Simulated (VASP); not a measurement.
Input of a VASP 6.6.1 run:

The input INCAR:

```
ALGO     = Normal         # electronic algorithm
DIPOL    = 0.5 0.5 0.342
EDIFF    = 1E-7           # SCF threshold, eV
ENCUT    = 520            # plane-wave cutoff, eV
GGA      = PE             # functional
IDIPOL   = 3            
ISIF     = 2              # what is computed and relaxed
ISMEAR   = 0              # smearing method
IVDW     = 12             # dispersion correction
LASPH    = T              # aspherical terms in the spheres
LCHARG   = F              # write CHGCAR
LDIPOL   = T            
LREAL    = F              # projectors in reciprocal space
LWAVE    = F              # write WAVECAR
NBANDS   = 30             # bands
NELM     = 60             # most SCF steps
PREC     = Accurate       # precision mode
SIGMA    = 0.1            # smearing width, eV
```

Contents of KPOINTS:

```
k-points
0
Gamma
  6 6 1
```

File POSCAR:

```
In2Sb2Cl
1.0
    4.6293886023      0.0000000000      0.0000000000
   -2.3146943012      4.0091681336      0.0000000000
    0.0000000000      0.0000000000     22.0151773295
Sb In Cl
2 2 1
Direct
    0.0000000000      0.0000000000      0.1816928358
    0.3333333333      0.6666666667      0.3609342971
    0.3333333333      0.6666666667      0.2246164052
    0.6666666667      0.3333333333      0.3958713209
    0.6666666667      1.0000000000      0.5457679105
```

Potentials or basis: VASP PAW PBE potentials, release 64 (Sb, In_d, Cl).

The run is started by

```sh
$ cat potpaw_PBE.64/Sb/POTCAR potpaw_PBE.64/In_d/POTCAR potpaw_PBE.64/Cl/POTCAR > POTCAR
$ mpirun -np 1 vasp_std > vasp.out
```

Estimate the band gap on the k mesh.

zero (an odd number of electrons rules out a gap without spin polarisation).

What does it give for the dispersion energy per atom?

-0.199 eV.

Forces in eV/Å, atoms in the order of the input:
```
Sb   0.001 -0.001 -0.101
Sb  -0.003 -0.024 -0.285
In  -0.001 -0.003  0.337
In   0.127 -0.180  0.998
Cl  -0.124  0.208 -0.949
```

Caveat: spin-orbit coupling is left out, which moves the levels of the heavy elements; an odd number of electrons without spin polarisation forces a metal; a magnetic or distorted state may lie lower.
